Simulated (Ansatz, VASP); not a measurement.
# One calculation of SnO2, two programs

```
CELL_PARAMETERS angstrom
3.19049 0.00000 0.00000
0.00000 6.67831 0.00000
0.00000 0.00000 27.60773
ATOMIC_POSITIONS crystal
O 0.00000 0.00000 0.26793
O 0.50000 0.31424 0.31390
O 0.50000 0.68576 0.31390
O 0.00000 0.00000 0.36205
O 0.00000 0.50000 0.39604
O 0.50000 0.80436 0.43884
O 0.50000 0.19564 0.43884
O 0.00000 0.50000 0.48998
O 0.00000 0.00000 0.51002
O 0.50000 0.30436 0.56116
O 0.50000 0.69564 0.56116
O 0.00000 0.00000 0.60396
O 0.00000 0.50000 0.63795
O 0.50000 0.81424 0.68610
O 0.50000 0.18576 0.68610
O 0.00000 0.50000 0.73207
Sn 0.00000 0.50000 0.32436
Sn 0.50000 0.00000 0.30996
Sn 0.00000 0.00000 0.43487
Sn 0.50000 0.50000 0.44433
Sn 0.00000 0.50000 0.56513
Sn 0.50000 0.00000 0.55567
Sn 0.00000 0.00000 0.67564
Sn 0.50000 0.50000 0.69004
```

Alike in both runs: functional LDA; k mesh 8 × 4 × 1; occupations gaussian, width 0.05 eV; no spin polarisation.

Ansatz relaxed the structure, and its values are those at the end. VASP's run is a single point on that final structure, the one shown.

|  | VASP | Ansatz |
| --- | --- | --- |
| version | VASP 6.6.1 | Ansatz 0.2.0 |
| potentials or method | VASP PAW LDA potentials, release 64 (O, Sn_d), cutoff 520 eV | scalar-relativistic, plane waves, PAW |
| valence electrons in the cell | 208 | 208 |

Ansatz gave:

```
gap on the k mesh at the Fermi level (eV) : 0.98
least direct gap on the mesh (eV)         : 1.04
rms of the force components (eV/Å)        : 0.002
```

Q: What did VASP give for the same quantities?

A: gap on the k mesh at the Fermi level (eV): 0.98; least direct gap on the mesh (eV): 1.04; rms of the force components (eV/Å): 0.024.

LDA's correlation is that of Perdew and Zunger in VASP and of Perdew and Wang (1992) in Ansatz. Ansatz's warnings: xc potential rough in thin density.
